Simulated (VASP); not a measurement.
# C in VASP: a series of runs

Aim: see how the results for C move with the level of theory and the settings. Levels: PBE, r2SCAN. Tasks: single point.

All numbers are computed with VASP 6.6.1; they aren't measurements. Logs are shortened: lines on timing, memory, paths and dates and some standing lists are left out, and cuts for length are marked.

### 1 The cell of the first run

It takes space group Cmcm (No. 63, orthorhombic). Conventional cell: a = 2.516 Å, b = 4.336 Å, c = 4.169 Å, α = 90.00°, β = 90.00°, γ = 90.00°. Within 2.0 Å of C (site symmetry m) lie 4 C at 1.54 to 1.56 Å.

### 2 Single point, PBE (uniaxial x strain +0.5%)

File INCAR:

```
ALGO = Normal
EDIFF = 1E-7
ENCUT = 520
GGA = PE
ISIF = 2
ISMEAR = -1
LASPH = True
LCHARG = True
LELF = True
LREAL = False
LVHAR = True
LWAVE = False
NBANDS = 16
NELM = 60
PREC = Accurate
SIGMA = 0.02
```

File KPOINTS:

```
k-points
0
Gamma
  12 12 6
```

File POSCAR:

```
C
1.0
    2.5157113486      0.0000000000      0.0000000000
   -1.2578556743      2.1678307826      0.0000000000
    0.0000000000      0.0000000000      4.1688692921
C
4
Direct
    0.3332878380      0.6665756760      0.0002188364
    0.6667121620      0.3334243240      0.5002188364
    0.3332878380      0.6665756760      0.3747811636
    0.6667121620      0.3334243240      0.8747811636
```

Potentials or basis: VASP PAW PBE potentials, release 64 (C).

Command:

```bash
cat potpaw_PBE.64/C/POTCAR > POTCAR
mpirun -np 1 vasp_std > vasp.out
```

OUTCAR:

```text
EDIFF = 1E-7
   ENCUT = 520
   GGA = PE
   ISIF = 2
   ISMEAR = -1
   LASPH = True
   LREAL = False
   NELM = 60
   PREC = Accurate

 ion  position               nearest neighbor table
   1  0.333  0.667  0.000-   4 1.54   4 1.54   4 1.54   3 1.56
   2  0.667  0.333  0.500-   3 1.54   3 1.54   3 1.54   4 1.56
   3  0.333  0.667  0.375-   2 1.54   2 1.54   2 1.54   1 1.56
   4  0.667  0.333  0.875-   1 1.54   1 1.54   1 1.54   2 1.56

  Warning from LATTYP: Monoclinic adjustment (A1->A3, A2->A1, A3->A2)!
  LATTYP: Found a base centered orthorhombic cell.
 ALAT       =     2.5157113486
 B/A-ratio  =     1.7234336394
 C/A-ratio  =     1.6571333967

  Lattice vectors:

 A1 = (   1.2578556743,  -2.1678307826,   0.0000000000)
 A2 = (   1.2578556743,   2.1678307826,   0.0000000000)
 A3 = (   0.0000000000,   0.0000000000,   4.1688692921)

Analysis of symmetry for initial positions (statically):
=====================================================================
 Subroutine PRICEL returns:
 Original cell was already a primitive cell.

 Routine SETGRP: Setting up the symmetry group for a
 base centered orthorhombic supercell.

 Subroutine GETGRP returns: Found  8 space group operations
 (whereof  2 operations were pure point group operations)
 out of a pool of  8 trial point group operations.

The static configuration has the point symmetry C_1h.
 The point group associated with its full space group is D_2h.

Analysis of symmetry for dynamics (positions and initial velocities):
=====================================================================
 Subroutine PRICEL returns:
 Original cell was already a primitive cell.

 Routine SETGRP: Setting up the symmetry group for a
 base centered orthorhombic supercell.

 Subroutine GETGRP returns: Found  8 space group operations
 (whereof  2 operations were pure point group operations)
 out of a pool of  8 trial point group operations.

The dynamic configuration has the point symmetry C_1h.
 The point group associated with its full space group is D_2h.

 Subroutine INISYM returns: Found  8 space group operations
 (whereof  2 operations are pure point group operations),
 and found     1 'primitive' translations

----------------------------------------------------------------------------------------

                                     Primitive cell

  volume of cell :      22.7355
[... 92 lines left out ...]
   NELM   =     60;   NELMIN=  2; NELMDL= -5     # of ELM steps
   EDIFF  = 0.1E-06   stopping-criterion for ELM
   LREAL  =      F    real-space projection
   EDIFFG = 0.1E-05   stopping-criterion for IOM
   NSW    =      0    number of steps for IOM
   IBRION =     -1    ionic relax: 0-MD 1-quasi-New 2-CG
   NFREE  =      0    steps in history (QN), initial steepest desc. (CG)
   ISIF   =      2    stress and relaxation
   ISYM   =      2    0-nonsym 1-usesym 2-fastsym
   POTIM  = 0.5000    time-step for ionic-motion
   TEBEG  =    0.0;   TEEND  =   0.0 temperature during run
   PSTRESS=    0.0 pullay stress
   NELECT =      16.0000    total number of electrons
   NUPDOWN=      -1.0000    fix difference up-down
   EMIN   =  10.00;   EMAX   =-10.00  energy-range for DOS
   EFERMI =   0.00;   METHOD = LEGACY
   ISMEAR =    -1;   SIGMA  =   0.02  broadening in eV -4-tet -1-fermi 0-gaus
   EFERMI_NEDOS =   21; number of points for ismear=-14 and -15
   IALGO  =     38    algorithm
   IMIX   =      4    mixing-type and parameters
     AMIX     =   0.40;   BMIX     =  1.00
     AMIX_MAG =   1.60;   BMIX_MAG =  1.00
  volume/ion in A,a.u.               =       5.68        38.36
  Fermi-wavevector in a.u.,A,eV,Ry     =   1.456174  2.751770 28.850383  2.120443
  Thomas-Fermi vector in A             =   2.573123
   LORBIT       =      0    0 simple, 1 ext, 2 COOP (PROOUT), +10 PAW based schemes
   GGA     = PE    functional components
   LHFCALC =     F    Hartree Fock is set to
   AEXX    =    0.0000 exact exchange contribution
   IVDW    =     0    specifies the selected vdW correction
   LEPSILON=     F    determine dielectric tensor
   LRPA    =     F    only Hartree local field effects (RPA)
 non-spin polarized calculation
  energy-cutoff  :      520.00
  volume of cell :       22.74
 maximum number of plane-waves:       632
   NGX =  9   NGY =  9   NGZ = 15

 number of electron      16.0000000 magnetization

 Free energy of the ion-electron system (eV)
  ---------------------------------------------------
  ext. energy  EPLUGINS =         0.00000000
  ---------------------------------------------------
  free energy    TOTEN  =       -36.27078502 eV

  energy without entropy =      -36.27078502  energy(sigma->0) =      -36.27078502

 E-fermi :  10.4517     XC(G=0): -13.2348

 val. band max:       10.0026448994   @ k =   0.0000   0.0000   0.0000
 cond. band min:      13.3173484043   @ k =   0.3333   0.3333   0.0000
 fundamental gap:      3.3147035049
 Fermi energy:        10.4517080612

 k-point     1 :       0.0000    0.0000    0.0000
  band No.  band energies     occupation
      1     -11.7719      2.00000
      2      -6.1827      2.00000
      3      -3.6761      2.00000
      4       6.8702      2.00000
      5       6.9126      2.00000
      6       9.5133      2.00000
[... 433 lines left out ...]
      3      -0.9512      2.00000
      4       0.3541      2.00000
      5       0.7079      2.00000
      6       1.8340      2.00000
[... 8 lines left out ...]
     15      26.3624      0.00000
     16      27.9676      0.00000

 [... further k-points ...]

------------------------ aborting loop because EDIFF is reached ----------------------------------------

  FORCE on cell =-STRESS in cart. coord.  units (eV):
  Direction    XX          YY          ZZ          XY          YZ          ZX
  --------------------------------------------------------------------------------------
  -------------------------------------------------------------------------------------
  Total       -0.1282579      0.6501931      0.5949314      0.0000000      0.0000000      0.0000000
  in kB       -9.0383696     45.8193052     41.9249969      0.0000000      0.0000000      0.0000000
  external PRESSURE =      26.2353108 kB  Pullay stress =       0.0000000 kB

 VOLUME and BASIS-vectors are now :
 -----------------------------------------------------------------------------
  energy-cutoff  :      520.00
  volume of cell :       22.74
      direct lattice vectors                 reciprocal lattice vectors
     2.515711349  0.000000000  0.000000000     0.397501884  0.230645309  0.000000000
    -1.257855674  2.167830783  0.000000000     0.000000000  0.461290617  0.000000000
     0.000000000  0.000000000  4.168869292     0.000000000  0.000000000  0.239873196

 POSITION                                       TOTAL-FORCE (eV/Angst)
 -----------------------------------------------------------------------------------
     -0.00000      1.44502      0.00091        -0.000000     -0.005586      0.010793
      1.25786      0.72281      2.08535         0.000000      0.005586      0.010793
     -0.00000      1.44502      1.56241        -0.000000     -0.005586     -0.010793
      1.25786      0.72281      3.64685         0.000000      0.005586     -0.010793
 -----------------------------------------------------------------------------------
    total drift:                               -0.000000      0.000000      0.000000

  FREE ENERGIE OF THE ION-ELECTRON SYSTEM (eV)
  ---------------------------------------------------
  free  energy   TOTEN  =       -36.2707850170 eV

  energy  without entropy=      -36.2707850170  energy(sigma->0) =      -36.27078502
```

OSZICAR:

```text
N       E                     dE             d eps       ncg     rms          rms(c)
DAV:   1     0.213204932972E+02    0.21320E+02   -0.82445E+03  5504   0.968E+02
DAV:   2    -0.357324709520E+02   -0.57053E+02   -0.52749E+02  7736   0.189E+02
DAV:   3    -0.375457005718E+02   -0.18132E+01   -0.18079E+01  6896   0.285E+01
DAV:   4    -0.375523090758E+02   -0.66085E-02   -0.66077E-02  6752   0.216E+00
DAV:   5    -0.375523420559E+02   -0.32980E-04   -0.32979E-04  6848   0.133E-01    0.783E+00
DAV:   6    -0.365927269307E+02    0.95962E+00   -0.58737E-01  6296   0.484E+00    0.468E+00
DAV:   7    -0.362679202684E+02    0.32481E+00   -0.68059E-01  6968   0.540E+00    0.104E+00
DAV:   8    -0.362706517813E+02   -0.27315E-02   -0.13678E-02  6160   0.769E-01    0.610E-02
DAV:   9    -0.362707451867E+02   -0.93405E-04   -0.17232E-04  7208   0.988E-02    0.301E-02
DAV:  10    -0.362707851098E+02   -0.39923E-04   -0.33696E-05  6152   0.472E-02    0.837E-03
DAV:  11    -0.362707850170E+02    0.92782E-07   -0.53081E-07  7352   0.584E-03
   1 F= -.36270785E+02 E0= -.36270785E+02  d E =-.232536E-12
```

Run time: 24 s. Hardware: 1 thread of Intel Xeon 6975P-C (Granite Rapids), shared host; peak memory 0.16 GiB.

Results:

| Property | Result |
| --- | --- |
| Free energy | -36.2708 eV |
| Pressure | 2.6 GPa |
| Largest force | 0.012 eV/Å |
| Band gap on the k mesh | 3.31 eV, indirect (least direct gap 4.89 eV) |

Forces on the atoms (eV/Å):
```
C    0.000 -0.006  0.011
C    0.000  0.006  0.011
C    0.000 -0.006 -0.011
C    0.000  0.006 -0.011
```

Caveat: the cell differs from its parent crystal (uniaxial x strain +0.5%).

### 3 Single point, r2SCAN (uniaxial x strain +0.5%)

POSCAR is that of step 2.

File INCAR.step1:

```
PREC = Accurate
ENCUT = 520
ISMEAR = 0
SIGMA = 0.01
LREAL = False
LASPH = True
NELM = 100
NBANDS = 16
GGA = PE
ALGO = Normal
EDIFF = 1E-4
LWAVE = True
LCHARG = False
```

File INCAR.step2:

```
PREC = Accurate
ENCUT = 520
EDIFF = 1E-6
ISMEAR = 0
SIGMA = 0.01
LREAL = False
LASPH = True
NELM = 100
ALGO = Normal
ISIF = 2
LWAVE = False
LCHARG = False
METAGGA = R2SCAN
LMIXTAU = True
NBANDS = 16
ISTART = 1
```

File KPOINTS:

```
Automatic mesh
0
Gamma
  12 12 6
```

Potentials or basis: VASP PAW PBE potentials, release 64 (C).

Command:

```bash
cat potpaw_PBE.64/C/POTCAR > POTCAR
cp INCAR.step1 INCAR
mpirun -np 1 vasp_std > vasp.out
cp INCAR.step2 INCAR
mpirun -np 1 vasp_std > vasp.out
```

It took 1.9 min on 1 thread of Intel Xeon 6975P-C (Granite Rapids), shared host; peak memory 0.16 GiB.

Results (log left out):

* Free energy: -39.2035 eV
* Pressure: -0.8 GPa
* Largest force: 0.008 eV/Å
* Band gap on the k mesh: 3.57 eV, indirect (least direct gap 5.10 eV)

Forces on the atoms (eV/Å):
```
C    0.000 -0.001  0.008
C    0.000  0.001  0.008
C    0.000 -0.001 -0.008
C    0.000  0.001 -0.008
```

Stress tensor (GPa, compression positive):
```
-4.76  0.00  0.00
 0.00  0.92  0.00
 0.00  0.00  1.30
```

Levels at points of the mesh, in eV from the valence-band top:
| k point | band 5 | band 6 | band 7 | band 8 | band 9 | band 10 | band 11 | band 12 |
| --- | --- | --- | --- | --- | --- | --- | --- | --- |
| (0.00, 0.00, 0.00) | -3.28 | -0.51 | -0.03 | 0.00 | 5.10 | 5.18 | 5.62 | 8.32 |
| (0.50, 0.00, 0.00) | -9.76 | -6.82 | -6.23 | -3.31 | 4.71 | 8.57 | 8.68 | 8.81 |
| (0.00, 0.50, 0.00) | -9.73 | -6.91 | -6.22 | -3.39 | 4.54 | 8.54 | 8.62 | 8.73 |
| (0.00, 0.00, 0.50) | -2.01 | -2.01 | -1.97 | -1.97 | 7.52 | 7.52 | 7.59 | 7.59 |
| (0.50, 0.00, 0.50) | -5.38 | -5.38 | -5.12 | -5.12 | 6.18 | 6.18 | 6.82 | 6.82 |
| (0.00, 0.50, 0.50) | -5.47 | -5.47 | -5.10 | -5.10 | 6.02 | 6.02 | 6.85 | 6.85 |

Caveat: the cell differs from its parent crystal (uniaxial x strain +0.5%); the PAW data sets were made with another functional, which shifts forces and pressure a little. A k mesh can miss the band edges.

### 4 Single point, PBE (shear xy strain +5.0%)

File INCAR:

```
PREC = Accurate ; ENCUT = 520
EDIFF = 1E-6 ; ISMEAR = -1
SIGMA = 0.02 ; LREAL = False
LASPH = True ; NELM = 100
ALGO = Normal ; ISIF = 2
LWAVE = False ; LCHARG = False
GGA = PE ; NBANDS = 16
```

File KPOINTS:

```
regular mesh
0
Gamma
  12 12 6
```

File POSCAR:

```
C
1.0
    2.5031953718      0.0625798843      0.0000000000
   -1.1974019163      2.1365408404      0.0000000000
    0.0000000000      0.0000000000      4.1688692921
C
4
Direct
    0.3326927279      0.6670336182      0.0002920760
    0.6673072721      0.3329663818      0.5002920760
    0.3326927279      0.6670336182      0.3747079240
    0.6673072721      0.3329663818      0.8747079240
```

Potentials or basis: VASP PAW PBE potentials, release 64 (C).

Command:

```bash
cat potpaw_PBE.64/C/POTCAR > POTCAR
mpirun -np 1 vasp_std > vasp.out
```

OUTCAR:

```text
PREC = Accurate
   ENCUT = 520
   EDIFF = 1E-6
   ISMEAR = -1
   LREAL = False
   LASPH = True
   NELM = 100
   ISIF = 2
   GGA = PE

 ion  position               nearest neighbor table
   1  0.333  0.667  0.000-   4 1.51   4 1.54   3 1.56   4 1.56
   2  0.667  0.333  0.500-   3 1.51   3 1.54   4 1.56   3 1.56
   3  0.333  0.667  0.375-   2 1.51   2 1.54   1 1.56   2 1.56
   4  0.667  0.333  0.875-   1 1.51   1 1.54   2 1.56   1 1.56

  Warning from LATTYP: Monoclinic adjustment (A1->A3, A2->A1, A3->A2)!
  LATTYP: Found a simple monoclinic cell.
 ALAT       =     2.4491994839
 B/A-ratio  =     1.7021354608
 C/A-ratio  =     1.0223656810
 COS(beta)  =    -0.4669407592

  Lattice vectors:

 A1 = (  -1.1974019163,   2.1365408404,   0.0000000000)
 A2 = (   0.0000000000,   0.0000000000,   4.1688692921)
 A3 = (   2.5031953718,   0.0625798843,   0.0000000000)

Analysis of symmetry for initial positions (statically):
=====================================================================
 Subroutine PRICEL returns:
 Original cell was already a primitive cell.

[... 175 lines left out ...]

 val. band max:       10.2482528175   @ k =   0.0000   0.0000   0.0000
 cond. band min:      13.3750345754   @ k =   0.3333   0.3333   0.0000
 fundamental gap:      3.1267817579
 Fermi energy:        10.6819008570

 k-point     1 :       0.0000    0.0000    0.0000
  band No.  band energies     occupation
      1     -11.7702      2.00000
      2      -6.1903      2.00000
      3      -3.6614      2.00000
      4       6.7546      2.00000
      5       7.1989      2.00000
      6       9.5927      2.00000
[... 433 lines left out ...]
      3      -2.2478      2.00000
      4       0.4275      2.00000
      5       1.6953      2.00000
      6       1.9262      2.00000
[... 8 lines left out ...]
     15      25.9070      0.00000
     16      26.6253      0.00000

 [... further k-points ...]

------------------------ aborting loop because EDIFF is reached ----------------------------------------

  FORCE on cell =-STRESS in cart. coord.  units (eV):
  Direction    XX          YY          ZZ          XY          YZ          ZX
  --------------------------------------------------------------------------------------
  -------------------------------------------------------------------------------------
  Total        0.8496199      0.9757781      0.6036852     -3.9243862      0.0000000      0.0000000
  in kB       60.2099659     69.1504090     42.7813244   -278.1092538      0.0000000      0.0000000
  external PRESSURE =      57.3805664 kB  Pullay stress =       0.0000000 kB

 VOLUME and BASIS-vectors are now :
 -----------------------------------------------------------------------------
  energy-cutoff  :      520.00
  volume of cell :       22.61
      direct lattice vectors                 reciprocal lattice vectors
     2.503195372  0.062579884  0.000000000     0.393969491  0.220796071  0.000000000
    -1.197401916  2.136540840  0.000000000    -0.011539478  0.461579104  0.000000000
     0.000000000  0.000000000  4.168869292     0.000000000  0.000000000  0.239873196

 POSITION                                       TOTAL-FORCE (eV/Angst)
 -----------------------------------------------------------------------------------
      0.03409      1.44596      0.00122        -0.057020     -0.000855      0.017743
      1.27171      0.75316      2.08565         0.057020      0.000855      0.017743
      0.03409      1.44596      1.56211        -0.057020     -0.000855     -0.017743
      1.27171      0.75316      3.64654         0.057020      0.000855     -0.017743
 -----------------------------------------------------------------------------------
    total drift:                                0.000000      0.000000      0.000000

  FREE ENERGIE OF THE ION-ELECTRON SYSTEM (eV)
  ---------------------------------------------------
  free  energy   TOTEN  =       -36.1706767498 eV

  energy  without entropy=      -36.1706767498  energy(sigma->0) =      -36.17067675
```

Wall time 29 s (1 thread of Intel Xeon 6975P-C (Granite Rapids), shared host); peak memory 0.18 GiB.

What came out:

```
Free energy            : -36.1707 eV
Pressure               : 5.7 GPa
Largest force          : 0.060 eV/Å
Band gap on the k mesh : 3.13 eV, indirect (least direct gap 4.29 eV)
```

Forces in eV/Å, atoms in the order of the input:
```
C   -0.057 -0.001  0.018
C    0.057  0.001  0.018
C   -0.057 -0.001 -0.018
C    0.057  0.001 -0.018
```

Caveat: the cell differs from its parent crystal (shear xy strain +5.0%).

### 5 Single point, r2SCAN (strain +0.5%)

File POSCAR:

```
C
1.0
    2.5157113486      0.0000000000      0.0000000000
   -1.2578556743      2.1786699365      0.0000000000
    0.0000000000      0.0000000000      4.1897136386
C
4
Direct
    0.3333333333      0.6666666667      0.0001745392
    0.6666666667      0.3333333333      0.5001745392
    0.3333333333      0.6666666667      0.3748254608
    0.6666666667      0.3333333333      0.8748254608
```

File INCAR.step1:

```
PREC = Accurate
ENCUT = 910
ISMEAR = 0
SIGMA = 0.01
LREAL = False
LASPH = True
NELM = 120
NBANDS = 16
GGA = PE
ALGO = Normal
EDIFF = 1E-5
LWAVE = True
LCHARG = False
GGA_COMPAT = False
```

File INCAR.step2:

```
PREC = Accurate
ENCUT = 910
EDIFF = 1E-6
ISMEAR = 0
SIGMA = 0.01
LREAL = False
LASPH = True
NELM = 120
ALGO = Normal
ISIF = 2
LWAVE = False
LCHARG = False
METAGGA = R2SCAN
LMIXTAU = True
NBANDS = 16
ISTART = 1
GGA_COMPAT = False
```

KPOINTS is that of step 4.

Potentials or basis: VASP PAW PBE potentials, release 64 (C_h).

Command:

```bash
cat potpaw_PBE.64/C_h/POTCAR > POTCAR
cp INCAR.step1 INCAR
mpirun -np 1 vasp_std > vasp.out
cp INCAR.step2 INCAR
mpirun -np 1 vasp_std > vasp.out
```

It took 90 s on 1 thread of Intel Xeon 6975P-C (Granite Rapids), shared host; peak memory 0.2 GiB.

The run converged. Its results:

```
Free energy            : -39.3203 eV
Pressure               : -7.4 GPa
Band gap on the k mesh : 3.65 eV, indirect (least direct gap 5.22 eV)
```

Forces on the atoms (eV/Å):
```
C    0.000  0.000 -0.002
C    0.000  0.000 -0.002
C    0.000  0.000  0.002
C    0.000  0.000  0.002
```

Levels at points of the mesh, in eV from the valence-band top:
```tsv
k point	band 6	band 7	band 8	band 9	band 10	band 11
(0.00, 0.00, 0.00)	-0.48	0.00	0.00	5.22	5.22	5.58
(0.50, 0.00, 0.00)	-6.73	-6.11	-3.29	4.71	8.57	8.71
(0.00, 0.00, 0.50)	-1.93	-1.93	-1.93	7.60	7.60	7.60
(0.50, 0.00, 0.50)	-5.32	-5.04	-5.04	6.16	6.16	6.78
```

Caveat: the cell differs from its parent crystal (strain +0.5%); the cutoff is under 1.25 times the usual one of these potentials, so pressure, stress and relaxed cells hold a basis-set (Pulay) error; the PAW data sets were made with another functional, which shifts forces and pressure a little. A k mesh can miss the band edges.

### 6 Overview

```csv
level,potentials or basis,cell,cutoff (eV),smearing,second run,gap on the mesh (eV),pressure (GPa),largest force (eV/Å)
PBE,"VASP PAW PBE potentials, release 64 (C)","a = 2.516, b = 2.506, c = 4.169 Å, angles 90.0, 90.0, 120.1°, 4 atoms",520,fermi-dirac 0.02 eV,-,3.31,2.6,0.01
r2SCAN,"VASP PAW PBE potentials, release 64 (C)","a = 2.516, b = 2.506, c = 4.169 Å, angles 90.0, 90.0, 120.1°, 4 atoms",520,gaussian 0.01 eV,-,3.57,-0.8,0.01
PBE,"VASP PAW PBE potentials, release 64 (C)","a = 2.504, b = 2.449, c = 4.169 Å, angles 90.0, 90.0, 117.8°, 4 atoms",520,fermi-dirac 0.02 eV,-,3.13,5.7,0.06
r2SCAN,"VASP PAW PBE potentials, release 64 (C_h)","a = 2.516, b = 2.516, c = 4.190 Å, angles 90.0, 90.0, 120.0°, 4 atoms",910,gaussian 0.01 eV,hard_potentials,3.65,-7.4,-
```

Alike in all rows: task single point; no spin polarisation; k mesh 12 × 12 × 6.

Caveats: the PAW data sets were made with another functional, which shifts forces and pressure a little (some runs); the cutoff is under 1.25 times the usual one of these potentials, so pressure, stress and relaxed cells hold a basis-set (Pulay) error (some runs).

Total energies depend on the potentials used, so only differences within one code and one set of settings carry meaning.
